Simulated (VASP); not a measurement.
Runs of VASP 6.6.1 on BiB. The structure is that of space group F-43m (No. 216), or close to it. The cells are those of the table. 

```tsv
task	level	potentials or basis	spin	cell	k mesh	cutoff (eV)	grid for exact exchange (PRECFOCK)	share of exact exchange	screening parameter	gap on the mesh (eV)	pressure (GPa)	relaxed volume (Å³/atom)
single point	r2SCAN	VASP PAW PBE potentials, release 64 (B, Bi_d)	off	a = 3.882 Å, angles 60.0°, 2 atoms	8 × 8 × 8	520	-	-	-	(b)	-0.1	-
relaxation of cell and atoms	LDA	VASP PAW LDA potentials, release 64 (B, Bi_d)	off	relaxed from a = 3.903 Å, angles 60.0°, 2 atoms	8 × 8 × 8	600	-	-	-	0.60	0.0	19.82
relaxation of cell and atoms	r2SCAN	VASP PAW PBE potentials, release 64 (B, Bi_d)	off	relaxed from a = 3.903 Å, angles 60.0°, 2 atoms	8 × 8 × 8	600	-	-	-	(a)	0.0	20.67
single point	PBEsol	VASP PAW PBE potentials, release 64 (B, Bi_d)	off	a = 3.857 Å, angles 60.0°, 2 atoms	8 × 8 × 8	520	-	-	-	0.45	-0.1	-
single point	LDA	VASP PAW LDA potentials, release 64 (B, Bi_d)	off	a = 3.826 Å, angles 60.0°, 2 atoms	8 × 8 × 8	520	-	-	-	0.60	0.0	-
relaxation of cell and atoms	PBEsol	VASP PAW PBE potentials, release 64 (B, Bi_d)	off	relaxed from a = 3.903 Å, angles 60.0°, 2 atoms	8 × 8 × 8	600	-	-	-	0.45	0.0	20.29
single point	HSE06	VASP PAW PBE potentials, release 64 (B, Bi_d)	non-collinear, zero start, SOC	a = 3.882 Å, angles 60.0°, 2 atoms	4 × 4 × 4	520	Normal	0.25	0.2079 1/Å	-	-1.8	-
```

Alike in all rows: smearing fermi-dirac 0.02 eV.

Task: Fill in the values left out.

Result: (a) 0.40; (b) 0.39.

Caveats: some runs use coarse meshes; spin-orbit coupling is left out, which moves the levels of the heavy elements (at least some runs); the PAW data sets were made with another functional, which shifts forces and pressure a little (at least some runs).

A k mesh can miss the band edges, and rows without SOC leave out spin-orbit coupling on Bi.
